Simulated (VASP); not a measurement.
# C (Fddd) in VASP: a series of runs

C is run at these levels: LDA; tasks: single point.

Everything below comes from runs of VASP 6.6.1. Logs are shortened: lines on timing, memory, paths and dates and some standing lists are left out, and cuts for length are marked.

### 1 The cell of the first run

The structure is orthorhombic, space group Fddd (No. 70). Conventional cell: a = 3.298 Å, b = 3.470 Å, c = 3.827 Å, α = 90.00°, β = 90.00°, γ = 90.00°. C (site symmetry 222) has 4 C at 1.53 Å within 2.0 Å.

### 2 Single point, LDA

INCAR

```
  PREC = Accurate
  ENCUT = 520
  EDIFF = 1E-6
  ISMEAR = 0
  SIGMA = 0.05
  LREAL = False
  LASPH = True
  NELM = 60
  ALGO = Normal
  ISIF = 2
  LWAVE = False
  LCHARG = False
  GGA = CA
  NBANDS = 11
```

KPOINTS

```
Automatic mesh
0
Gamma
  12 12 12
```

POSCAR

```
C
1.0
    0.0000000000      1.9136533530      1.7348691297
    1.6487878370      0.0000000000      1.7348691297
    1.6487878370      1.9136533530      0.0000000000
C
2
Direct
    0.5000000000      0.5000000000      0.5000000000
    0.7500000000      0.7500000000      0.7500000000
```

Potentials or basis: VASP PAW LDA potentials, release 64 (C).

The run is started by

```sh
> cat potpaw_LDA.64/C/POTCAR > POTCAR
> mpirun -np 1 vasp_std > vasp.out
```

OUTCAR:

```text
PREC = Accurate
   ENCUT = 520
   EDIFF = 1E-6
   ISMEAR = 0
   LREAL = False
   LASPH = True
   NELM = 60
   ISIF = 2
   GGA = CA

 ion  position               nearest neighbor table
   1  0.500  0.500  0.500-   2 1.53   2 1.53   2 1.53   2 1.53
   2  0.750  0.750  0.750-   1 1.53   1 1.53   1 1.53   1 1.53

  LATTYP: Found a face centered orthorhombic cell.
 ALAT       =     3.2975756740
 B/A-ratio  =     1.0522088353
 C/A-ratio  =     1.1606425703

  Lattice vectors:

 A1 = (   0.0000000000,   1.9136533530,  -1.7348691297)
 A2 = (   1.6487878370,   1.9136533530,   0.0000000000)
 A3 = (   1.6487878370,   0.0000000000,  -1.7348691297)

Analysis of symmetry for initial positions (statically):
=====================================================================
 Subroutine PRICEL returns:
 Original cell was already a primitive cell.

 Routine SETGRP: Setting up the symmetry group for a
 face centered orthorhombic supercell.

 Subroutine GETGRP returns: Found  8 space group operations
 (whereof  4 operations were pure point group operations)
 out of a pool of  8 trial point group operations.

The static configuration has the point symmetry D_2 .
 The point group associated with its full space group is D_2h.

Analysis of symmetry for dynamics (positions and initial velocities):
=====================================================================
 Subroutine PRICEL returns:
 Original cell was already a primitive cell.

 Routine SETGRP: Setting up the symmetry group for a
 face centered orthorhombic supercell.

 Subroutine GETGRP returns: Found  8 space group operations
 (whereof  4 operations were pure point group operations)
 out of a pool of  8 trial point group operations.

The dynamic configuration has the point symmetry D_2 .
 The point group associated with its full space group is D_2h.

 Subroutine INISYM returns: Found  8 space group operations
 (whereof  4 operations are pure point group operations),
 and found     1 'primitive' translations

----------------------------------------------------------------------------------------

                                     Primitive cell

  volume of cell :      10.9477

  direct lattice vectors                    reciprocal lattice vectors
     0.000000000  1.913653353  1.734869130    -0.303253086  0.261280341  0.288206177
     1.648787837  0.000000000  1.734869130     0.303253086 -0.261280341  0.288206177
     1.648787837  1.913653353  0.000000000     0.303253086  0.261280341 -0.288206177

  length of vectors
     2.582990525  2.393380920  2.525979114     0.493247049  0.493247049  0.493247049

  position of ions in fractional coordinates (direct lattice)
     0.500000000  0.500000000  0.500000000
     0.750000000  0.750000000  0.750000000

  ion indices of the primitive-cell ions
   primitive index   ion index
                 1           1
                 2           2

----------------------------------------------------------------------------------------

 KPOINTS: Automatic mesh

Automatic generation of k-mesh.
 Grid dimensions read from file:
 generate k-points for:   12   12   12

 Generating k-lattice:

  Cartesian coordinates                     Fractional coordinates (reciprocal lattice)
    -0.025271091  0.021773362  0.024017181     0.083333333 -0.000000000  0.000000000
     0.025271091 -0.021773362  0.024017181    -0.000000000  0.083333333  0.000000000
     0.025271091  0.021773362 -0.024017181     0.000000000  0.000000000  0.083333333

  Length of vectors
     0.041103921  0.041103921  0.041103921

  Shift w.r.t. Gamma in fractional coordinates (k-lattice)
     0.000000000  0.000000000  0.000000000

 Subroutine IBZKPT returns following result:
 ===========================================

 Found    280 irreducible k-points:

 Following reciprocal coordinates:
            Coordinates               Weight
  0.000000  0.000000  0.000000      1.000000
  0.083333  0.000000  0.000000      8.000000
  0.166667 -0.000000  0.000000      8.000000
  0.250000  0.000000  0.000000      8.000000
  0.333333 -0.000000 -0.000000      8.000000
  0.416667  0.000000 -0.000000      8.000000
[... 16 lines left out ...]
  0.500000  0.166667 -0.000000      8.000000
 -0.416667  0.166667  0.000000      8.000000
 [... further k-points ...]
   k-points           NKPTS =    280   k-points in BZ     NKDIM =    280   number of bands    NBANDS=     11
   number of dos      NEDOS =    301   number of ions     NIONS =      2
   total plane-waves  NPLWV =   7200
   dimension x,y,z NGX =    20 NGY =   18 NGZ =   20
   dimension x,y,z NGXF=    40 NGYF=   36 NGZF=   40
   ions per type =               2
   NGX,Y,Z   is equivalent  to a cutoff of  12.87, 12.50, 13.16 a.u.
   NGXF,Y,Z  is equivalent  to a cutoff of  25.74, 25.01, 26.33 a.u.
 SYSTEM =  unknown system
   PREC   = accura    normal or accurate (medium, high low for compatibility)
   ISTART =      0    job   : 0-new  1-cont  2-samecut
[... 59 lines left out ...]
 fundamental gap:      1.7046852074
 Fermi energy:        11.4852821397

 k-point     1 :       0.0000    0.0000    0.0000
  band No.  band energies     occupation
      1     -11.5213      2.00000
      2       8.8468      2.00000
      3      10.7083      2.00000
      4      11.2849      2.00000
      5      15.2694      0.00000
      6      15.8966      0.00000
      7      17.0986      0.00000
      8      24.2478      0.00000
      9      29.9503      0.00000
     10      32.9015      0.00000
     11      34.1695      0.00000

 k-point     2 :       0.0833    0.0000    0.0000
  band No.  band energies     occupation
      1     -11.3226      2.00000
      2       8.2724      2.00000
      3       9.9054      2.00000
      4      10.7897      2.00000
      5      15.6461      0.00000
      6      16.3265      0.00000
      7      17.8038      0.00000
      8      24.3727      0.00000
      9      30.2477      0.00000
     10      31.5125      0.00000
     11      36.2506      0.00000

 k-point     3 :       0.1667   -0.0000    0.0000
  band No.  band energies     occupation
      1     -10.7287      2.00000
      2       6.3529      2.00000
      3       8.5378      2.00000
      4      10.1205      2.00000
      5      16.2621      0.00000
      6      17.2022      0.00000
      7      19.1448      0.00000
      8      24.7427      0.00000
      9      30.2795      0.00000
     10      31.4281      0.00000
     11      34.7944      0.00000

 k-point     4 :       0.2500    0.0000    0.0000
  band No.  band energies     occupation
      1      -9.7466      2.00000
      2       3.6253      2.00000
      3       7.5343      2.00000
      4       9.5107      2.00000
      5      16.5845      0.00000
      6      18.1370      0.00000
      7      20.3059      0.00000
      8      25.2857      0.00000
      9      30.2799      0.00000
     10      32.5143      0.00000
     11      34.0061      0.00000

 k-point     5 :       0.3333   -0.0000   -0.0000
  band No.  band energies     occupation
      1      -8.3945      2.00000
      2       0.8151      2.00000
      3       6.7916      2.00000
      4       9.0541      2.00000
      5      16.6131      0.00000
      6      18.7827      0.00000
      7      21.1000      0.00000
      8      25.8007      0.00000
      9      30.7156      0.00000
     10      34.0383      0.00000
     11      34.3185      0.00000
[... 211 lines left out ...]
 k-point    21 :       0.3333    0.1667    0.0000
  band No.  band energies     occupation
      1      -8.5936      2.00000
      2       2.9812      2.00000
      3       5.9049      2.00000
      4       7.4691      2.00000
      5      16.1405      0.00000
      6      19.0411      0.00000
      7      22.0752      0.00000
      8      23.5304      0.00000
      9      31.3628      0.00000
     10      31.9835      0.00000
     11      36.4554      0.00000

 k-point    22 :       0.4167    0.1667   -0.0000
  band No.  band energies     occupation
      1      -7.1306      2.00000
      2       0.3602      2.00000
      3       5.3638      2.00000
      4       6.8664      2.00000
      5      16.7216      0.00000
      6      19.2661      0.00000
      7      22.9366      0.00000
      8      23.9461      0.00000
      9      31.2733      0.00000
     10      32.5665      0.00000
     11      37.9177      0.00000

 k-point    23 :       0.5000    0.1667   -0.0000
  band No.  band energies     occupation
      1      -5.4437      2.00000
      2      -1.9830      2.00000
      3       4.9458      2.00000
      4       6.5517      2.00000
      5      17.0461      0.00000
      6      19.3152      0.00000
      7      23.9655      0.00000
      8      24.5424      0.00000
      9      30.1656      0.00000
     10      33.8614      0.00000
     11      38.1787      0.00000

 k-point    24 :      -0.4167    0.1667    0.0000
  band No.  band energies     occupation
      1      -5.0516      2.00000
      2      -2.4513      2.00000
      3       4.6483      2.00000
      4       6.6305      2.00000
      5      17.3353      0.00000
      6      19.3143      0.00000
      7      23.6785      0.00000
      8      25.7371      0.00000
      9      29.4625      0.00000
     10      34.7038      0.00000
     11      35.9528      0.00000

 [... further k-points ...]
[... 5 lines left out ...]
  --------------------------------------------------------------------------------------
  -------------------------------------------------------------------------------------
  Total        4.5497622     -5.6400267      2.0719470      0.0000000      0.0000000      0.0000000
  in kB      665.8471092   -825.4047828    303.2246271      0.0000000      0.0000000      0.0000000
  external PRESSURE =      47.8889845 kB  Pullay stress =       0.0000000 kB

 VOLUME and BASIS-vectors are now :
 -----------------------------------------------------------------------------
  energy-cutoff  :      520.00
  volume of cell :       10.95
      direct lattice vectors                 reciprocal lattice vectors
     0.000000000  1.913653353  1.734869130    -0.303253086  0.261280341  0.288206177
     1.648787837  0.000000000  1.734869130     0.303253086 -0.261280341  0.288206177
     1.648787837  1.913653353  0.000000000     0.303253086  0.261280341 -0.288206177

 POSITION                                       TOTAL-FORCE (eV/Angst)
 -----------------------------------------------------------------------------------
      1.64879      1.91365      1.73487        -0.000000      0.000000      0.000000
      2.47318      2.87048      2.60230         0.000000     -0.000000     -0.000000
 -----------------------------------------------------------------------------------
    total drift:                                0.000000     -0.000000      0.000000

  FREE ENERGIE OF THE ION-ELECTRON SYSTEM (eV)
  ---------------------------------------------------
  free  energy   TOTEN  =       -19.8514803287 eV

  energy  without entropy=      -19.8514803287  energy(sigma->0) =      -19.85148033
```

Wall time 32 s (1 thread of Intel Xeon 8259CL, shared host); peak memory 0.13 GiB.

Results:

| Quantity | Value |
| --- | --- |
| Free energy | -19.8515 eV |
| Pressure | 4.8 GPa |
| Band gap on the k mesh | 1.70 eV, indirect (least direct gap 3.98 eV) |

Caveat: the cell differs from its parent crystal (strain +e along x and -e along y -0.0750, strain +e along z and -e/2 along x and y -0.0175).

### 3 Single point, LDA

INCAR

```
SYSTEM = C
PREC = Accurate
ENCUT = 520
EDIFF = 1E-6
ISMEAR = 0
SIGMA = 0.05
LREAL = .False.
LASPH = .True.
NELM = 80
ALGO = Normal
ISIF = 2
LWAVE = .False.
LCHARG = .True.
LELF = .True.
LVHAR = .True.
NBANDS = 11
```

KPOINTS

```
regular mesh
0
Gamma
  12 12 12
  0 0 0
```

POSCAR

```
C
1.0
    0.0000000000      1.9644192436      1.7657701066
    1.5671209696      0.0000000000      1.7657701066
    1.5671209696      1.9644192436      0.0000000000
C
2
Direct
    0.5000000000      0.5000000000      0.5000000000
    0.7500000000      0.7500000000      0.7500000000
```

Potentials or basis: VASP PAW LDA potentials, release 64 (C).

The run is started by

```sh
> cat potpaw_LDA.64/C/POTCAR > POTCAR
> mpirun -np 1 vasp_std > vasp.out
```

Wall time 34 s (1 thread of Intel Xeon 8259CL, shared host); peak memory 0.13 GiB.

The run converged. Its results:

```
Free energy            : -19.4180 eV
Pressure               : 8.4 GPa
Band gap on the k mesh : zero (filled and empty bands overlap)
```

Stress tensor (GPa, compression positive):
```
 104.51    0.00    0.00
   0.00 -108.55    0.00
   0.00    0.00   29.27
```

Levels at points of the mesh, in eV from the Fermi level:
```tsv
k point	band 1	band 2	band 3	band 4	band 5	band 6	band 7	band 8	band 9
(0.00, 0.00, 0.00)	-23.46	-3.51	-1.20	0.02	3.06	4.53	5.83	12.08	18.45
(0.50, 0.00, 0.00)	-17.21	-15.30	-6.16	-2.70	3.71	6.95	10.92	14.56	20.16
(0.50, 0.50, 0.00)	-14.47	-14.47	-7.69	-7.69	3.72	3.72	13.45	13.45	20.06
(0.50, 0.00, 0.50)	-16.13	-16.13	-6.13	-6.13	6.15	6.15	14.29	14.29	19.78
(0.00, 0.50, 0.50)	-12.44	-12.44	-9.62	-9.62	0.69	0.69	15.37	15.37	22.66
```

Caveat: the cell differs from its parent crystal (strain +e along x and -e along y -0.1125, strain +e along z and -e/2 along x and y +0.0000).

### 4 Single point, LDA

INCAR

```
PREC = Accurate
ENCUT = 520
EDIFF = 1E-7
ISMEAR = 0
SIGMA = 0.05
LREAL = False
LASPH = True
NELM = 60
ALGO = Normal
ISIF = 2
LWAVE = False
LCHARG = True
GGA = CA
LELF = True
LVHAR = True
NBANDS = 11
```

KPOINTS

```
Automatic mesh
0
Gamma
  12 12 12
```

POSCAR

```
C
1.0
    0.0000000000      2.0151851342      1.7966710835
    1.4854541022      0.0000000000      1.7966710835
    1.4854541022      2.0151851342      0.0000000000
C
2
Direct
    0.5000000000      0.5000000000      0.5000000000
    0.7500000000      0.7500000000      0.7500000000
```

The run is started by

```sh
> cat potpaw_LDA.64/C/POTCAR > POTCAR
> mpirun -np 1 vasp_std > vasp.out
```

It took 37 s on 1 thread of Intel Xeon 8259CL, shared host; peak memory 0.13 GiB.

It converged, with:

| Item | Value |
| --- | --- |
| Free energy | -18.8145 eV |
| Pressure | 13.8 GPa |
| Band gap on the k mesh | zero (band 4 reaches 12.74 eV, above the bottom of band 5 at 11.06 eV) |

Stress tensor (GPa, compression positive):
```
 133.79    0.00    0.00
   0.00 -128.38    0.00
   0.00    0.00   35.89
```

Levels at points of the mesh, in eV from the Fermi level:
```csv
k point,band 1,band 2,band 3,band 4,band 5,band 6,band 7,band 8,band 9
"(0.00, 0.00, 0.00)",-23.16,-3.58,-0.76,1.01,3.29,5.60,6.99,11.98,19.24
"(0.50, 0.00, 0.00)",-16.68,-14.86,-6.17,-1.91,3.23,7.01,11.98,15.30,21.23
"(0.50, 0.50, 0.00)",-14.39,-14.39,-6.67,-6.67,5.07,5.07,12.58,12.58,19.16
"(0.50, 0.00, 0.50)",-16.15,-16.15,-5.02,-5.02,7.65,7.65,13.90,13.90,19.45
"(0.00, 0.50, 0.50)",-11.10,-11.10,-9.81,-9.81,0.15,0.15,15.88,15.88,23.40
```

Caveat: the cell differs from its parent crystal (strain +e along x and -e along y -0.1500, strain +e along z and -e/2 along x and y +0.0175).

### 5 Single point, LDA

INCAR

```
PREC = Accurate ; ENCUT = 520
EDIFF = 1E-6 ; ISMEAR = 0
SIGMA = 0.05 ; LREAL = False
LASPH = True ; NELM = 60
ALGO = Normal ; ISIF = 2
LWAVE = False ; LCHARG = False
NBANDS = 11
```

KPOINTS is that of step 4.

POSCAR

```
C
1.0
    0.0000000000      1.9953202205      1.7039681529
    1.5980219465      0.0000000000      1.7039681529
    1.5980219465      1.9953202205      0.0000000000
C
2
Direct
    0.5000000000      0.5000000000      0.5000000000
    0.7500000000      0.7500000000      0.7500000000
```

The run is started by

```sh
> cat potpaw_LDA.64/C/POTCAR > POTCAR
> mpirun -np 1 vasp_std > vasp.out
```

Wall time 38 s (1 thread of Intel Xeon 8259CL, shared host); peak memory 0.13 GiB.

Results (log left out):

| Quantity | Value |
| --- | --- |
| Free energy | -19.3142 eV |
| Pressure | 9.0 GPa |
| Band gap on the k mesh | 0.65 eV, indirect (least direct gap 3.38 eV) |

Stress tensor (GPa, compression positive):
```
  98.94    0.00    0.00
   0.00 -133.24    0.00
   0.00    0.00   61.43
```

Levels at points of the mesh, in eV from the valence-band top:
```tsv
k point	band 1	band 2	band 3	band 4	band 5	band 6	band 7	band 8	band 9
(0.00, 0.00, 0.00)	-23.40	-3.85	-0.60	0.00	3.38	4.17	6.09	11.73	18.53
(0.50, 0.00, 0.00)	-17.14	-15.23	-6.26	-2.33	3.37	7.64	11.12	14.49	20.04
(0.50, 0.50, 0.00)	-13.80	-13.80	-8.16	-8.16	2.92	2.92	13.66	13.66	20.42
(0.50, 0.00, 0.50)	-16.29	-16.29	-5.83	-5.83	6.55	6.55	14.58	14.58	19.73
(0.00, 0.50, 0.50)	-12.70	-12.70	-9.21	-9.21	1.27	1.27	14.77	14.77	21.88
```

Caveat: the cell differs from its parent crystal (strain +e along x and -e along y -0.1125, strain +e along z and -e/2 along x and y -0.0350).

### 6 Single point, LDA

INCAR

```
SYSTEM = C
  PREC = Accurate
  ENCUT = 520
  EDIFF = 1E-7
  ISMEAR = 0
  SIGMA = 0.05
  LREAL = .False.
  LASPH = .True.
  NELM = 60
  ALGO = Normal
  ISIF = 2
  LWAVE = .False.
  LCHARG = .False.
  GGA = CA
  NBANDS = 11
```

KPOINTS

```
Automatic mesh
0
Gamma
  12 12 12
  0 0 0
```

POSCAR

```
C
1.0
    0.0000000000      2.0769870879      1.6730671760
    1.5472560559      0.0000000000      1.6730671760
    1.5472560559      2.0769870879      0.0000000000
C
2
Direct
    0.5000000000      0.5000000000      0.5000000000
    0.7500000000      0.7500000000      0.7500000000
```

Potentials or basis: VASP PAW LDA potentials, release 64 (C).

The run is started by

```sh
> cat potpaw_LDA.64/C/POTCAR > POTCAR
> mpirun -np 1 vasp_std > vasp.out
```

Wall time 37 s (1 thread of Intel Xeon 8259CL, shared host); peak memory 0.13 GiB.

The run converged. Its results:

```
Free energy            : -18.5323 eV
Pressure               : 15.3 GPa
Band gap on the k mesh : zero (band 4 reaches 12.65 eV, above the bottom of band 5 at 12.26 eV)
```

Stress tensor (GPa, compression positive):
```
 133.27    0.00    0.00
   0.00 -185.56    0.00
   0.00    0.00   98.23
```

Levels at points of the mesh, in eV from the Fermi level:
```tsv
k point	band 2	band 3	band 4	band 5	band 6	band 7
(0.00, 0.00, 0.00)	-5.05	-0.26	0.32	3.16	4.11	6.72
(0.50, 0.00, 0.00)	-15.47	-7.11	-1.74	1.90	7.70	12.07
(0.50, 0.50, 0.00)	-13.76	-8.38	-8.38	2.63	2.63	12.26
(0.50, 0.00, 0.50)	-17.16	-5.21	-5.21	7.58	7.58	13.96
(0.00, 0.50, 0.50)	-12.38	-9.69	-9.69	0.57	0.57	13.75
```

Caveat: the cell differs from its parent crystal (strain +e along x and -e along y -0.1500, strain +e along z and -e/2 along x and y -0.0525).

### 7 Overview

| cell | gap on the mesh (eV) | pressure (GPa) |
| --- | --- | --- |
| a = 2.583, b = 2.393, c = 2.526 Å, angles 63.3, 55.9, 60.9°, 2 atoms | 1.70 | 4.8 |
| a = 2.641, b = 2.361, c = 2.513 Å, angles 65.5, 54.5, 60.0°, 2 atoms | none | 8.4 |
| a = 2.700, b = 2.331, c = 2.504 Å, angles 67.8, 53.1, 59.1°, 2 atoms | none | 13.8 |
| a = 2.624, b = 2.336, c = 2.556 Å, angles 64.7, 53.6, 61.7°, 2 atoms | 0.65 | 9.0 |
| a = 2.667, b = 2.279, c = 2.590 Å, angles 66.1, 51.4, 62.6°, 2 atoms | none | 15.3 |

Alike in all rows: task single point; level LDA; potentials or basis VASP PAW LDA potentials, release 64 (C); no spin polarisation; k mesh 12 × 12 × 12; cutoff (eV) 520; smearing gaussian 0.05 eV.

Total energies depend on the potentials used, so only differences within one code and one set of settings carry meaning.
